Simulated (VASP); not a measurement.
# MoS2 in VASP: single point with PBEsol

Aim: the single point of MoS2 with PBEsol.

Program: VASP 6.6.1. These are calculated values, not measurements. Logs are shortened: lines on timing, memory, paths and dates and some standing lists are left out, and cuts for length are marked.

### Step 1. The cell of the first run

The cell holds a slab with vacuum, 3 atoms: a = 3.184 Å, b = 3.184 Å, c = 17.335 Å, α = 90.00°, β = 90.00°, γ = 120.00°.

### Step 2. Single point, PBEsol

The input, INCAR:

```
PREC = Accurate ; ENCUT = 520
EDIFF = 1E-7 ; ISMEAR = 1
SIGMA = 0.1 ; LREAL = F
LASPH = T ; NELM = 100
ALGO = Normal ; ISIF = 2
LWAVE = F ; LCHARG = T
GGA = PS ; LELF = T
LVHAR = T ; NBANDS = 20
```

The input, KPOINTS:

```
Automatic mesh
0
Gamma
  8 8 2
```

The input, POSCAR:

```
MoS2
1.0
    3.1841260000      0.0000000000      0.0000000000
   -1.5920630000      2.7575340049      0.0000000000
    0.0000000000      0.0000000000     17.3346000000
Mo S
1 2
Direct
    0.0000000000      0.0000000000      0.0000000000
    0.3333333333      0.6666666667      0.0894929800
    0.3333333333      0.6666666667      0.9105070200
```

Potentials or basis: VASP PAW PBE potentials, release 64 (Mo_sv, S).

Started as:

```
> cat potpaw_PBE.64/Mo_sv/POTCAR potpaw_PBE.64/S/POTCAR > POTCAR
> mpirun -np 1 vasp_std > vasp.out
```

OUTCAR:

```text
PREC = Accurate
   ENCUT = 520
   EDIFF = 1E-7
   ISMEAR = 1
   LREAL = F
   LASPH = T
   NELM = 100
   ISIF = 2
   GGA = PS

 ion  position               nearest neighbor table
   1  0.000  0.000  0.000-   2 2.41   3 2.41   2 2.41   3 2.41   2 2.41   3 2.41
   2  0.333  0.667  0.089-   1 2.41   1 2.41   1 2.41
   3  0.333  0.667  0.911-   1 2.41   1 2.41   1 2.41

  LATTYP: Found a hexagonal cell.
 ALAT       =     3.1841260000
 C/A-ratio  =     5.4440684822

  Lattice vectors:

 A1 = (   3.1841260000,   0.0000000000,   0.0000000000)
 A2 = (  -1.5920630000,   2.7575340049,   0.0000000000)
 A3 = (   0.0000000000,   0.0000000000,  17.3346000000)

Analysis of symmetry for initial positions (statically):
=====================================================================
 Subroutine PRICEL returns:
 Original cell was already a primitive cell.

 Routine SETGRP: Setting up the symmetry group for a
 hexagonal supercell.

 Subroutine GETGRP returns: Found 12 space group operations
 (whereof 12 operations were pure point group operations)
 out of a pool of 24 trial point group operations.

The static configuration has the point symmetry D_3h.

Analysis of symmetry for dynamics (positions and initial velocities):
=====================================================================
 Subroutine PRICEL returns:
 Original cell was already a primitive cell.

 Routine SETGRP: Setting up the symmetry group for a
 hexagonal supercell.

 Subroutine GETGRP returns: Found 12 space group operations
 (whereof 12 operations were pure point group operations)
 out of a pool of 24 trial point group operations.

The dynamic configuration has the point symmetry D_3h.

 Subroutine INISYM returns: Found 12 space group operations
 (whereof 12 operations are pure point group operations),
 and found     1 'primitive' translations

----------------------------------------------------------------------------------------

                                     Primitive cell

  volume of cell :     152.2036

  direct lattice vectors                    reciprocal lattice vectors
     3.184126000  0.000000000  0.000000000     0.314057924  0.181321427  0.000000000
    -1.592063000  2.757534005  0.000000000     0.000000000  0.362642853  0.000000000
     0.000000000  0.000000000 17.334600000     0.000000000  0.000000000  0.057688092

  length of vectors
     3.184126000  3.184126000 17.334600000     0.362642853  0.362642853  0.057688092

  position of ions in fractional coordinates (direct lattice)
     0.000000000  0.000000000  0.000000000
     0.333333333  0.666666667  0.089492980
     0.333333333  0.666666667  0.910507020

  ion indices of the primitive-cell ions
   primitive index   ion index
                 1           1
                 2           2
                 3           3

----------------------------------------------------------------------------------------

 KPOINTS: Automatic mesh

Automatic generation of k-mesh.
 Grid dimensions read from file:
 generate k-points for:    8    8    2

 Generating k-lattice:

  Cartesian coordinates                     Fractional coordinates (reciprocal lattice)
     0.039257240  0.022665178  0.000000000     0.125000000  0.000000000  0.000000000
     0.000000000  0.045330357  0.000000000     0.000000000  0.125000000  0.000000000
     0.000000000  0.000000000  0.028844046     0.000000000  0.000000000  0.500000000

  Length of vectors
     0.045330357  0.045330357  0.028844046

  Shift w.r.t. Gamma in fractional coordinates (k-lattice)
     0.000000000  0.000000000  0.000000000

 Subroutine IBZKPT returns following result:
 ===========================================

 Found     20 irreducible k-points:

 Following reciprocal coordinates:
            Coordinates               Weight
  0.000000  0.000000  0.000000      1.000000
  0.125000  0.000000  0.000000      6.000000
  0.250000  0.000000  0.000000      6.000000
  0.375000  0.000000  0.000000      6.000000
  0.500000  0.000000  0.000000      3.000000
  0.125000  0.125000  0.000000      6.000000
[... 12 lines left out ...]
  0.250000  0.250000  0.500000      6.000000
  0.375000  0.250000  0.500000      6.000000
   k-points           NKPTS =     20   k-points in BZ     NKDIM =     20   number of bands    NBANDS=     20
   number of dos      NEDOS =    301   number of ions     NIONS =      3
   total plane-waves  NPLWV =  80640
   dimension x,y,z NGX =    24 NGY =   24 NGZ =  140
   dimension x,y,z NGXF=    48 NGYF=   48 NGZF=  280
   ions per type =               1   2
   NGX,Y,Z   is equivalent  to a cutoff of  12.53, 12.53, 13.43 a.u.
   NGXF,Y,Z  is equivalent  to a cutoff of  25.06, 25.06, 26.85 a.u.
 SYSTEM =  unknown system
   PREC   = accura    normal or accurate (medium, high low for compatibility)
   ISTART =      0    job   : 0-new  1-cont  2-samecut
   ICHARG =      2    charge: 1-file 2-atom 10-const
   ISPIN  =      1    spin polarized calculation?
   LNONCOLLINEAR =      F non collinear calculations
   LSORBIT =      F    spin-orbit coupling
   LASPH  =      T    aspherical Exc in radial PAW
   ENCUT  =  520.0 eV  38.22 Ry    6.18 a.u.   5.92  5.92 32.23*2*pi/ulx,y,z
   NELM   =    100;   NELMIN=  2; NELMDL= -5     # of ELM steps
   EDIFF  = 0.1E-06   stopping-criterion for ELM
   LREAL  =      F    real-space projection
   EDIFFG = 0.1E-05   stopping-criterion for IOM
   NSW    =      0    number of steps for IOM
   IBRION =     -1    ionic relax: 0-MD 1-quasi-New 2-CG
   NFREE  =      0    steps in history (QN), initial steepest desc. (CG)
   ISIF   =      2    stress and relaxation
   ISYM   =      2    0-nonsym 1-usesym 2-fastsym
   POTIM  = 0.5000    time-step for ionic-motion
   TEBEG  =    0.0;   TEEND  =   0.0 temperature during run
   PSTRESS=    0.0 pullay stress
   NELECT =      26.0000    total number of electrons
   NUPDOWN=      -1.0000    fix difference up-down
   EMIN   =  10.00;   EMAX   =-10.00  energy-range for DOS
   EFERMI =   0.00;   METHOD = LEGACY
   ISMEAR =     1;   SIGMA  =   0.10  broadening in eV -4-tet -1-fermi 0-gaus
   EFERMI_NEDOS =   21; number of points for ismear=-14 and -15
   IALGO  =     38    algorithm
   IMIX   =      4    mixing-type and parameters
     AMIX     =   0.40;   BMIX     =  1.00
     AMIX_MAG =   1.60;   BMIX_MAG =  1.00
  volume/ion in A,a.u.               =      50.73       342.37
  Fermi-wavevector in a.u.,A,eV,Ry     =   0.908359  1.716550 11.226391  0.825116
  Thomas-Fermi vector in A             =   2.032276
   LORBIT       =      0    0 simple, 1 ext, 2 COOP (PROOUT), +10 PAW based schemes
   GGA     = PS    functional components
   LHFCALC =     F    Hartree Fock is set to
   AEXX    =    0.0000 exact exchange contribution
   IVDW    =     0    specifies the selected vdW correction
   LEPSILON=     F    determine dielectric tensor
   LRPA    =     F    only Hartree local field effects (RPA)
 non-spin polarized calculation
 Methfessel and Paxton  Order N= 1 SIGMA  =   0.10
  energy-cutoff  :      520.00
  volume of cell :      152.20
 maximum number of plane-waves:      4130
 NGX is ok and might be reduce to    24
   NGX = 11   NGY = 11   NGZ = 65

 number of electron      25.9999999 magnetization

 Free energy of the ion-electron system (eV)
  ---------------------------------------------------
  ext. energy  EPLUGINS =         0.00000000
  ---------------------------------------------------
  free energy    TOTEN  =       -23.40675397 eV

  energy without entropy =      -23.40696641  energy(sigma->0) =      -23.40682478

 E-fermi :  -1.3725     XC(G=0):  -4.4085

 val. band max:       -1.4478677800   @ k =   0.0000   0.0000   0.0000
 cond. band min:       0.3368602909   @ k =   0.3750   0.2500   0.5000
 fundamental gap:      1.7847280708
 Fermi energy:        -1.3725026980

 k-point     1 :       0.0000    0.0000    0.0000
  band No.  band energies     occupation
      1     -62.2430      2.00000
      2     -36.4224      2.00000
      3     -36.2116      2.00000
      4     -36.2116      2.00000
      5     -15.5791      2.00000
      6     -14.2237      2.00000
[... 12 lines left out ...]
     19       4.3200      0.00000
     20       4.6603      0.00000

 k-point     2 :       0.1250    0.0000    0.0000
  band No.  band energies     occupation
      1     -62.2375      2.00000
      2     -36.4114      2.00000
      3     -36.2682      2.00000
      4     -36.2245      2.00000
      5     -15.3498      2.00000
      6     -14.1320      2.00000
[... 12 lines left out ...]
     19       4.6189      0.00000
     20       5.4476      0.00000

 k-point     3 :       0.2500    0.0000    0.0000
  band No.  band energies     occupation
      1     -62.2242      2.00000
      2     -36.4025      2.00000
      3     -36.3846      2.00000
      4     -36.2554      2.00000
      5     -14.7452      2.00000
      6     -13.8918      2.00000
[... 12 lines left out ...]
     19       5.4430      0.00000
     20       6.3104      0.00000

 k-point     4 :       0.3750    0.0000    0.0000
  band No.  band energies     occupation
      1     -62.2107      2.00000
      2     -36.5341      2.00000
      3     -36.3576      2.00000
      4     -36.2861      2.00000
      5     -14.0334      2.00000
      6     -13.6175      2.00000
[... 12 lines left out ...]
     19       6.2458      0.00000
     20       6.2791      0.00000

 k-point     5 :       0.5000    0.0000    0.0000
  band No.  band energies     occupation
      1     -62.2052      2.00000
      2     -36.5878      2.00000
      3     -36.3464      2.00000
      4     -36.2987      2.00000
      5     -13.6884      2.00000
      6     -13.4906      2.00000
[... 12 lines left out ...]
     19       6.3925      0.00000
     20       6.7837      0.00000

 k-point     6 :       0.1250    0.1250    0.0000
  band No.  band energies     occupation
      1     -62.2281      2.00000
      2     -36.3924      2.00000
      3     -36.3573      2.00000
      4     -36.2526      2.00000
      5     -14.9314      2.00000
      6     -13.9645      2.00000
[... 12 lines left out ...]
     19       5.1900      0.00000
     20       6.1570      0.00000

 k-point     7 :       0.2500    0.1250    0.0000
  band No.  band energies     occupation
      1     -62.2147      2.00000
      2     -36.4765      2.00000
      3     -36.3655      2.00000
      4     -36.2971      2.00000
      5     -14.2611      2.00000
      6     -13.6973      2.00000
[... 12 lines left out ...]
     19       6.1848      0.00000
     20       6.9102      0.00000
[... 185 lines left out ...]
 k-point    16 :       0.1250    0.1250    0.5000
  band No.  band energies     occupation
      1     -62.2281      2.00000
      2     -36.3924      2.00000
      3     -36.3573      2.00000
      4     -36.2526      2.00000
      5     -14.9314      2.00000
      6     -13.9645      2.00000
[... 12 lines left out ...]
     19       5.0799      0.00000
     20       6.2961      0.00000

 k-point    17 :       0.2500    0.1250    0.5000
  band No.  band energies     occupation
      1     -62.2147      2.00000
      2     -36.4765      2.00000
      3     -36.3655      2.00000
      4     -36.2971      2.00000
      5     -14.2611      2.00000
      6     -13.6973      2.00000
[... 12 lines left out ...]
     19       6.0775      0.00000
     20       6.9257      0.00000

 k-point    18 :       0.3750    0.1250    0.5000
  band No.  band energies     occupation
      1     -62.2052      2.00000
      2     -36.5588      2.00000
      3     -36.3464      2.00000
      4     -36.3290      2.00000
      5     -13.7024      2.00000
      6     -13.4790      2.00000
[... 12 lines left out ...]
     19       7.0905      0.00000
     20       7.1523      0.00000

 k-point    19 :       0.2500    0.2500    0.5000
  band No.  band energies     occupation
      1     -62.2052      2.00000
      2     -36.5188      2.00000
      3     -36.3703      2.00000
      4     -36.3465      2.00000
      5     -13.7161      2.00000
      6     -13.4673      2.00000
[... 12 lines left out ...]
     19       6.8934      0.00000
     20       7.2114      0.00000

 k-point    20 :       0.3750    0.2500    0.5000
  band No.  band energies     occupation
      1     -62.2012      2.00000
      2     -36.5234      2.00000
      3     -36.4135      2.00000
      4     -36.3386      2.00000
      5     -13.4676      2.00000
      6     -13.3579      2.00000
[... 12 lines left out ...]
     19       6.7115      0.00000
     20       7.9635      0.00000

------------------------ aborting loop because EDIFF is reached ----------------------------------------

  FORCE on cell =-STRESS in cart. coord.  units (eV):
  Direction    XX          YY          ZZ          XY          YZ          ZX
  --------------------------------------------------------------------------------------
  -------------------------------------------------------------------------------------
  Total       -1.4130370     -1.4130370     -0.4759404      0.0000000      0.0000000     -0.0000000
  in kB      -14.8743907    -14.8743907     -5.0100050      0.0000000      0.0000000     -0.0000000
  external PRESSURE =     -11.5862622 kB  Pullay stress =       0.0000000 kB

 VOLUME and BASIS-vectors are now :
 -----------------------------------------------------------------------------
  energy-cutoff  :      520.00
  volume of cell :      152.20
      direct lattice vectors                 reciprocal lattice vectors
     3.184126000  0.000000000  0.000000000     0.314057924  0.181321427  0.000000000
    -1.592063000  2.757534005  0.000000000     0.000000000  0.362642853  0.000000000
     0.000000000  0.000000000 17.334600000     0.000000000  0.000000000  0.057688092

 POSITION                                       TOTAL-FORCE (eV/Angst)
 -----------------------------------------------------------------------------------
      0.00000      0.00000      0.00000         0.000000      0.000000      0.000000
     -0.00000      1.83836      1.55133         0.000000     -0.000000     -0.145802
     -0.00000      1.83836     15.78327        -0.000000      0.000000      0.145802
 -----------------------------------------------------------------------------------
    total drift:                                0.000000     -0.000000     -0.000000

  FREE ENERGIE OF THE ION-ELECTRON SYSTEM (eV)
  ---------------------------------------------------
  free  energy   TOTEN  =       -23.4067539730 eV

  energy  without entropy=      -23.4069664067  energy(sigma->0) =      -23.40682478
```

It took 2.9 min on 1 thread of Intel Xeon 8259CL, shared host; peak memory 0.28 GiB.

Results:

```yaml
Free_energy: -23.4068 eV
Largest_force: 0.146 eV/Å
Band_gap_on_the_k_mesh: 1.78 eV (least direct gap 1.99 eV)
```

Forces in eV/Å, atoms in the order of the input:
```
Mo   0.000  0.000  0.000
S    0.000  0.000 -0.146
S    0.000  0.000  0.146
```

Caveat: the PAW data sets were made with another functional, which shifts forces and pressure a little.
